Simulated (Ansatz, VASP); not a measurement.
## HfZr4C3 in VASP and in Ansatz

The input INCAR:

```
PREC     = Accurate       # precision mode
ENCUT    = 600            # plane-wave cutoff, eV
EDIFF    = 1E-6           # SCF threshold, eV
ISMEAR   = 0              # smearing method
SIGMA    = 0.2            # smearing width, eV
LREAL    = False          # projectors in reciprocal space
LASPH    = True           # aspherical terms in the spheres
NELM     = 100            # most SCF steps
ALGO     = Normal         # electronic algorithm
ISIF     = 3              # what is computed and relaxed
LWAVE    = False          # write WAVECAR
LCHARG   = False          # write CHGCAR
GGA      = PE             # functional
IBRION   = 2              # ionic algorithm
NSW      = 36             # ionic steps
EDIFFG   = -0.08          # ionic threshold
```

KPOINTS

```
regular mesh
0
Gamma
  4 4 4
```

Contents of POSCAR:

```
HfZr4C3
1.0
   -3.2440862600      3.2440862600      3.4612886600
    3.2440862600     -3.2440862600      3.4612886600
    3.2440862600      3.2440862600     -3.4612886600
Zr Hf C
4 1 3
Direct
    0.2757073600      0.2757073600      0.5514147300
    0.7242926400      0.7242926400      0.4485852700
    0.2757073600      0.7242926400      0.0000000000
    0.7242926400      0.2757073600      0.0000000000
    0.0000000000      0.0000000000      0.0000000000
    0.7500000000      0.2500000000      0.5000000000
    0.2500000000      0.7500000000      0.5000000000
    0.5000000000      0.5000000000      0.0000000000
```

Input for Ansatz:

```yaml
crystal:
  lattice:
    - [-3.24408626, 3.24408626, 3.46128866]
    - [3.24408626, -3.24408626, 3.46128866]
    - [3.24408626, 3.24408626, -3.46128866]
  atoms:
    - { symbol: Zr, position: [0.27570736, 0.27570736, 0.55141473] }
    - { symbol: Zr, position: [0.72429264, 0.72429264, 0.44858527] }
    - { symbol: Zr, position: [0.27570736, 0.72429264, 0.0] }
    - { symbol: Zr, position: [0.72429264, 0.27570736, 0.0] }
    - { symbol: Hf, position: [0.0, 0.0, 0.0] }
    - { symbol: C, position: [0.75, 0.25, 0.5] }
    - { symbol: C, position: [0.25, 0.75, 0.5] }
    - { symbol: C, position: [0.5, 0.5, 0.0] }
basis:
  ecutwfc: 420
kpoints:
  mp_grid: { grid: [4, 4, 4] }
hamiltonian:
  xc: pbe
scf:
  occupations: { method: gaussian, width: 0.2 }
  lower_state_search: "off"
output:
  forces: true
  stress: true
  eigenvalues: true
relax:
  adjacent_minimum: "off"
  f_tol: 0.08
  max_steps: 16
  cell: { stress_tol: 0.8 }
```

Alike in both runs: task relaxation of cell and atoms; functional PBE; k mesh 4 × 4 × 4; occupations gaussian, width 0.2 eV; no spin polarisation.

|  | VASP | Ansatz |
| --- | --- | --- |
| version | VASP 6.6.1 | Ansatz 0.2.0 |
| potentials or method | VASP PAW PBE potentials, release 64 (Zr_sv, Hf_pv, C), cutoff 600 eV | scalar-relativistic, plane waves, PAW |
| valence electrons in the cell | 70 | 86 |

Ansatz gave:

| Item | Value |
| --- | --- |
| gap on the k mesh at the Fermi level, each at its own relaxed structure (eV) | none |
| relaxed volume (Å³/atom) | 15.97 |
| relaxed cell length with the largest relative difference (Å) | 5.584 |

Q: What did VASP give for the same quantities?

A: gap on the k mesh at the Fermi level, each at its own relaxed structure (eV): none; relaxed volume (Å³/atom): 16.00; relaxed cell length with the largest relative difference (Å): 5.586.

A gap of «none» marks a metal or a gap that the smearing closes. VASP's potentials hold 70 valence electrons a cell and Ansatz's 86, so a difference there can come from the potentials and not from the codes.

Spin-orbit coupling is off throughout.
